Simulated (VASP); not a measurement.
CuO: single point with PBEsol+U

Crystal: CuO.

```xyz
8
Lattice="4.6837 0.0000 0.0000 4.6837 3.4226 0.0000 -0.8500 0.0000 5.0579" Properties=species:S:1:pos:R:3 pbc="T T T"
Cu    1.1709    0.8556    0.0000
Cu    5.4296    2.5669    2.5289
Cu    3.5128    2.5669    0.0000
Cu    3.0878    0.8556    2.5289
O     6.8130    3.1433    1.2645
O     1.7043    0.2793    3.7934
O     4.4712    1.4320    1.2645
O     4.0462    1.9906    3.7934
```

```json
{"Program": "VASP 6.6.1", "Task": "single point", "Functional": "PBEsol", "Potentials or basis": "VASP PAW PBE potentials, release 64 (Cu, O)", "Cutoff": "520 eV", "k mesh": "7 × 7 × 4", "Occupations": "gaussian, width 0.05 eV", "Spin": "collinear spin, ferromagnetic start", "Starting moments": "[0.71, 0.71, 0.71, 0.71, 0.35, 0.35, 0.35, 0.35] μB", "Hubbard terms": "Cu d U = 7.0 eV", "Dipole correction": "no", "Further INCAR settings": "ALGO = Normal; EDIFF = 1e-06; NBANDS = 48"}
```

```yaml
Pressure: -6.0 GPa
Largest_force: 0.093 eV/Å
Band_gap_on_the_k_mesh: 0.89 eV
Net_moment: 4.00 μB per cell
Site_moments: Cu +0.71; O +0.26 μB
Valence_electrons_inside_the_program's_atomic_spheres: Cu 9.94; O 4.98
```

Forces on the atoms (eV/Å):
```
Cu   0.000  0.000  0.000
Cu   0.000  0.000  0.000
Cu   0.000  0.000  0.000
Cu   0.000  0.000  0.000
O    0.000  0.093  0.000
O    0.000 -0.093  0.000
O    0.000  0.093  0.000
O    0.000 -0.093  0.000
```

Stress tensor (GPa, compression positive):
```
-6.73  0.00  1.36
 0.00 -4.42  0.00
 1.36  0.00 -6.75
```

Levels at points of the mesh, in eV from the valence-band top:
Spin up:
```tsv
k point	band 32	band 33	band 34	band 35	band 36	band 37	band 38	band 39	band 40	band 41
(0.00, 0.00, 0.00)	-1.92	-1.80	-0.61	-0.15	0.00	1.78	3.87	6.55	7.31	8.38
(0.00, 0.00, 0.50)	-1.89	-1.84	-1.84	-0.73	-0.73	4.14	4.14	5.55	5.55	9.37
```
Spin down:
| k point | band 29 | band 30 | band 31 | band 32 | band 33 | band 34 | band 35 | band 36 |
| --- | --- | --- | --- | --- | --- | --- | --- | --- |
| (0.00, 0.00, 0.00) | -1.94 | -1.86 | -1.47 | -1.40 | 0.95 | 1.86 | 2.09 | 2.78 |
| (0.00, 0.00, 0.50) | -1.89 | -1.89 | -1.36 | -1.36 | 1.68 | 1.68 | 2.20 | 2.20 |

Eigenvalues of the final occupation matrices:
```tsv
site	spin	trace	eigenvalues
site 1 d	1	4.95	0.97 0.98 0.98 0.98 1.04
site 1 d	2	4.23	0.34 0.96 0.97 0.97 0.98
site 2 d	1	4.95	0.97 0.98 0.98 0.98 1.04
site 2 d	2	4.23	0.34 0.96 0.97 0.97 0.98
site 3 d	1	4.95	0.97 0.98 0.98 0.98 1.04
site 3 d	2	4.23	0.34 0.96 0.97 0.97 0.98
site 4 d	1	4.95	0.97 0.98 0.98 0.98 1.04
site 4 d	2	4.23	0.34 0.96 0.97 0.97 0.98
```

It took 11 min on 1 thread of Intel(R) Xeon(R) Platinum 8488C (Sapphire Rapids), with other jobs on the host, peak memory 0.5 GiB.

Caveat: the cell stands under tension; the PAW data sets were made with another functional, which shifts forces and pressure a little. A k mesh can miss the band edges.
